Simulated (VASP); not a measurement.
# LaH3O3 (Pm) in VASP: electric field gradients with r2SCAN

Aim: the electric field gradients of LaH3O3 with r2SCAN.

All numbers are computed with VASP 6.6.1; they aren't measurements. Logs are shortened: lines on timing, memory, paths and dates and some standing lists are left out, and cuts for length are marked.

### 1 The cell of the first run

It takes space group Pm (No. 6, monoclinic). Conventional cell: a = 6.617 Å, b = 3.832 Å, c = 6.665 Å, α = 90.00°, β = 119.33°, γ = 90.00°. Within 3.4 Å of La (site symmetry m) lie 9 O at 2.57 to 2.64 Å and 12 H at 2.92 to 3.39 Å. La (site symmetry m) has 9 O at 2.56 to 2.68 Å and 12 H at 2.88 to 3.39 Å within 3.4 Å. H (site symmetry m) has 1 O at 0.97 Å within 1.3 Å. H (site symmetry m) has 1 O at 0.97 Å within 1.3 Å. Within 1.3 Å of H (site symmetry m) lie 1 O at 0.98 Å. H (site symmetry m) has 1 O at 0.97 Å within 1.3 Å. H (site symmetry m) has 1 O at 0.98 Å within 1.3 Å. H (site symmetry m) has 1 O at 0.98 Å within 1.3 Å.

### 2 Electric field gradients, r2SCAN

POSCAR reads:

```
LaH3O3
1.0
    6.6168440000      0.0000000000      0.0000000000
    0.0000000000      3.8322320000      0.0000000000
   -3.2648680000      0.0000000000      5.8101830000
La H O
2 6 6
Direct
    0.3337100000      0.0000000000      0.6643730000
    0.6608890000      0.5000000000      0.3243940000
    0.8618330000      0.0000000000      0.1430290000
    0.8573930000      0.0000000000      0.6929330000
    0.2812450000      0.0000000000      0.1382750000
    0.1336040000      0.5000000000      0.8513090000
    0.1417730000      0.5000000000      0.2850690000
    0.7206070000      0.5000000000      0.8591210000
    0.9114720000      0.0000000000      0.3069070000
    0.6905690000      0.0000000000      0.5928560000
    0.3920990000      0.0000000000      0.0816630000
    0.0881530000      0.5000000000      0.6885490000
    0.3077280000      0.5000000000      0.3942700000
    0.6038680000      0.5000000000      0.9082170000
```

INCAR.step1 reads:

```
SYSTEM = LaH3O3
  PREC = Accurate
  ENCUT = 520
  ISMEAR = -1
  SIGMA = 0.02
  LREAL = .False.
  LASPH = .True.
  NELM = 100
  NBANDS = 45
  GGA = PE
  ALGO = Normal
  EDIFF = 1E-4
  LWAVE = .True.
  LCHARG = .False.
```

INCAR.step2 reads:

```
SYSTEM = LaH3O3
  PREC = Accurate
  ENCUT = 520
  EDIFF = 1E-8
  ISMEAR = -1
  SIGMA = 0.02
  LREAL = .False.
  LASPH = .True.
  NELM = 100
  ALGO = Normal
  ISIF = 2
  LWAVE = .False.
  LCHARG = .False.
  METAGGA = R2SCAN
  LMIXTAU = .True.
  LEFG = .True.
  NBANDS = 45
  ISTART = 1
```

KPOINTS reads:

```
Automatic mesh
0
Gamma
  4 6 4
  0 0 0
```

Potentials or basis: VASP PAW PBE potentials, release 64 (La, H, O).

Run with:

```bash
$ cat potpaw_PBE.64/La/POTCAR potpaw_PBE.64/H/POTCAR potpaw_PBE.64/O/POTCAR > POTCAR
$ cp INCAR.step1 INCAR
$ mpirun -np 1 vasp_std > vasp.out
$ cp INCAR.step2 INCAR
$ mpirun -np 1 vasp_std > vasp.out
```

OUTCAR:

```text
SYSTEM = LaH3O3
   PREC = Accurate
   ENCUT = 520
   EDIFF = 1E-8
   ISMEAR = -1
   LREAL = .False.
   LASPH = .True.
   NELM = 100
   ISIF = 2
   METAGGA = R2SCAN
   ISTART = 1

 ion  position               nearest neighbor table
   1  0.334  0.000  0.664-  12 2.57  12 2.57  13 2.58  13 2.58  14 2.58  14 2.58  11 2.61  10 2.63
                             9 2.64
   2  0.661  0.500  0.324-  10 2.56  10 2.56   9 2.57   9 2.57  11 2.58  11 2.58  13 2.60  14 2.61
                            12 2.68
   3  0.862  0.000  0.143-   9 0.97
   4  0.857  0.000  0.693-  10 0.97
   5  0.281  0.000  0.138-  11 0.98
   6  0.134  0.500  0.851-  12 0.97
   7  0.142  0.500  0.285-  13 0.98
   8  0.721  0.500  0.859-  14 0.98
   9  0.911  0.000  0.307-   3 0.97   2 2.57   2 2.57   1 2.64
  10  0.691  0.000  0.593-   4 0.97   2 2.56   2 2.56   1 2.63
  11  0.392  0.000  0.082-   5 0.98   2 2.58   2 2.58   1 2.61
  12  0.088  0.500  0.689-   6 0.97   1 2.57   1 2.57   2 2.68
  13  0.308  0.500  0.394-   7 0.98   1 2.58   1 2.58   2 2.60
  14  0.604  0.500  0.908-   8 0.98   1 2.58   1 2.58   2 2.61

  LATTYP: Found a simple monoclinic cell.
 ALAT       =     6.6168440000
 B/A-ratio  =     0.5791631176
 C/A-ratio  =     1.0072252339
 COS(beta)  =    -0.4898782232

  Lattice vectors:

 A1 = (   6.6168440000,   0.0000000000,   0.0000000000)
 A2 = (   0.0000000000,   3.8322320000,   0.0000000000)
 A3 = (  -3.2648680000,   0.0000000000,   5.8101830000)

Analysis of symmetry for initial positions (statically):
=====================================================================
 Subroutine PRICEL returns:
 Original cell was already a primitive cell.

 Routine SETGRP: Setting up the symmetry group for a
 simple monoclinic supercell.

 Subroutine GETGRP returns: Found  2 space group operations
 (whereof  2 operations were pure point group operations)
 out of a pool of  4 trial point group operations.

The static configuration has the point symmetry C_1h.

Analysis of symmetry for dynamics (positions and initial velocities):
=====================================================================
 Subroutine PRICEL returns:
 Original cell was already a primitive cell.

 Routine SETGRP: Setting up the symmetry group for a
 simple monoclinic supercell.

[... 1336 lines left out ...]
      0.03902      0.00000      3.86013         0.032341      0.000000     -0.000104
      3.31390      1.91612      1.88479         0.052714      0.000000      0.081363
      5.23564      0.00000      0.83102         0.003229      0.000000      0.317252
      3.41090      0.00000      4.02607        -0.196456      0.000000      0.021243
      1.40950      0.00000      0.80340         0.341464      0.000000     -0.201139
     -1.89537      1.91612      4.94626         0.049716      0.000000     -0.298966
      0.00738      1.91612      1.65630         0.347583      0.000000      0.244314
      1.96323      1.91612      4.99165        -0.362056      0.000000      0.122370
      5.02906      0.00000      1.78319         0.178268      0.000000     -0.310129
      2.63379      0.00000      3.44460        -0.082138      0.000000      0.123156
      2.32784      0.00000      0.47448        -0.327415      0.000000      0.042127
     -1.66473      1.91612      4.00060        -0.185621      0.000000      0.154108
      0.74895      1.91612      2.29078        -0.210469      0.000000     -0.282941
      1.03049      1.91612      5.27691         0.358841      0.000000     -0.012653
 -----------------------------------------------------------------------------------
    total drift:                               -0.000474     -0.000000     -0.003812

  FREE ENERGIE OF THE ION-ELECTRON SYSTEM (eV)
  ---------------------------------------------------
  free  energy   TOTEN  =      -145.3054775815 eV

  energy  without entropy=     -145.3054775815  energy(sigma->0) =     -145.30547758

 Electric field gradients (V/A^2)
---------------------------------------------------------------------
 ion       V_xx      V_yy      V_zz      V_xy      V_xz      V_yz
---------------------------------------------------------------------
   1      48.794   -95.725    46.931     0.000     5.181    -0.000
   2      47.738  -100.192    52.453     0.000    12.673    -0.000
   3     -17.915   -21.416    39.331    -0.000   -13.786     0.000
   4      19.480   -21.952     2.472     0.000    31.160    -0.000
   5      35.351   -21.257   -14.093     0.000   -19.458     0.000
   6     -17.317   -21.601    38.918     0.000   -15.328     0.000
   7      14.811   -21.210     6.399    -0.000    31.029    -0.000
   8      37.155   -21.325   -15.829    -0.000   -17.096    -0.000
   9     -51.810   -67.244   119.054    -0.000   -45.270     0.000
  10      53.801   -66.260    12.459     0.000    91.736    -0.000
  11     112.300   -67.480   -44.820     0.000   -56.356     0.000
  12     -48.951   -66.383   115.334     0.000   -50.479    -0.000
  13      41.597   -67.179    25.583    -0.000    95.706     0.000
  14     117.151   -67.310   -49.840     0.000   -48.051     0.000
---------------------------------------------------------------------

 Electric field gradients after diagonalization (V/A^2)
 (convention: |V_zz| > |V_xx| > |V_yy|)
----------------------------------------------------------------------
 ion       V_xx      V_yy      V_zz     asymmetry (V_yy - V_xx)/ V_zz
----------------------------------------------------------------------
   1      53.127    42.598   -95.725       0.110
   2      62.986    37.205  -100.192       0.257
   3     -21.416   -21.062    42.478       0.008
   4     -21.952   -21.324    43.276       0.014
   5     -21.257   -20.833    42.090       0.010
   6     -21.601   -21.223    42.825       0.009
   7     -21.210   -20.708    41.918       0.012
   8     -21.325   -20.867    42.192       0.011
   9     -67.244   -63.063   130.307       0.032
  10     -66.260   -60.907   127.166       0.042
  11     -67.480   -62.943   130.423       0.035
  12     -66.383   -63.221   129.605       0.024
  13     -67.179   -62.451   129.630       0.036
  14     -67.310   -62.680   129.990       0.036
----------------------------------------------------------------------

           NMR quadrupolar parameters

 Cq : quadrupolar parameter    Cq=e*Q*V_zz/h
 eta: asymmetry parameters     (V_yy - V_xx)/ V_zz
 Q  : nuclear electric quadrupole moment in mb (millibarn)
----------------------------------------------------------------------
 ion       Cq(MHz)       eta       Q (mb)
----------------------------------------------------------------------
   1      -0.231       0.110       1.000
   2      -0.242       0.257       1.000
   3       0.103       0.008       1.000
   4       0.105       0.014       1.000
   5       0.102       0.010       1.000
   6       0.104       0.009       1.000
   7       0.101       0.012       1.000
   8       0.102       0.011       1.000
   9       0.315       0.032       1.000
  10       0.307       0.042       1.000
  11       0.315       0.035       1.000
  12       0.313       0.024       1.000
  13       0.313       0.036       1.000
  14       0.314       0.036       1.000
----------------------------------------------------------------------
```

Run time: 22 min. Hardware: 1 thread of Intel Xeon 6975P-C (Granite Rapids), shared host; peak memory 0.44 GiB.

What came out:

* Free energy: -145.3055 eV
* Pressure: -2.8 GPa
* Largest force: 0.425 eV/Å
* Band gap on the k mesh: 4.28 eV
* Largest electric field gradient by atom: La -95.7, -100.2; H +42.5, +43.3, +42.1, +42.8, +41.9, +42.2; O +130.3, +127.2, +130.4, +129.6, +130.0 (each value once) V/Å²

Forces on the atoms (eV/Å):
```
La   0.032  0.000  0.000
La   0.053  0.000  0.081
H    0.003  0.000  0.317
H   -0.196  0.000  0.021
H    0.341  0.000 -0.201
H    0.050  0.000 -0.299
H    0.348  0.000  0.244
H   -0.362  0.000  0.122
O    0.178  0.000 -0.310
O   -0.082  0.000  0.123
O   -0.327  0.000  0.042
O   -0.186  0.000  0.154
O   -0.210  0.000 -0.283
O    0.359  0.000 -0.013
```

Levels at points of the mesh, in eV from the valence-band top:
```
           k point  band 30  band 31  band 32  band 33  band 34  band 35
(0.00, 0.00, 0.00)    -0.64    -0.62     0.00     4.28     5.54     5.78
(0.50, 0.00, 0.00)    -0.66    -0.62    -0.41     5.00     5.65     5.70
(0.00, 0.50, 0.00)    -0.90    -0.85    -0.84     5.60     5.63     5.79
(0.50, 0.50, 0.00)    -0.78    -0.70    -0.70     5.63     5.65     5.72
(0.00, 0.00, 0.50)    -0.68    -0.64    -0.38     4.99     5.64     5.69
(0.50, 0.00, 0.50)    -0.68    -0.63    -0.37     5.01     5.65     5.68
(0.00, 0.50, 0.50)    -0.76    -0.71    -0.65     5.63     5.65     5.72
(0.50, 0.50, 0.50)    -0.78    -0.69    -0.65     5.64     5.66     5.72
```

Electric field gradients, principal values (V/Å²):
| atom | least | middle | greatest (by size) |
| --- | --- | --- | --- |
| 1 La | 42.598 | 53.127 | -95.725 |
| 2 La | 37.205 | 62.986 | -100.192 |
| 3 H | -21.062 | -21.416 | 42.478 |
| 4 H | -21.324 | -21.952 | 43.276 |
| 5 H | -20.833 | -21.257 | 42.090 |
| 6 H | -21.223 | -21.601 | 42.825 |
| 7 H | -20.708 | -21.210 | 41.918 |
| 8 H | -20.867 | -21.325 | 42.192 |
| 9 O | -63.063 | -67.244 | 130.307 |
| 10 O | -60.907 | -66.260 | 127.166 |
| 11 O | -62.943 | -67.480 | 130.423 |
| 12 O | -63.221 | -66.383 | 129.605 |
| 13 O | -62.451 | -67.179 | 129.630 |
| 14 O | -62.680 | -67.310 | 129.990 |

Caveat: without QUAD_EFG the Cq values of the log hold for a quadrupole moment of 1 mb, not for the nuclei; the PAW data sets were made with another functional, which shifts forces and pressure a little; spin-orbit coupling is left out, which moves the levels of the heavy elements. A k mesh can miss the band edges.
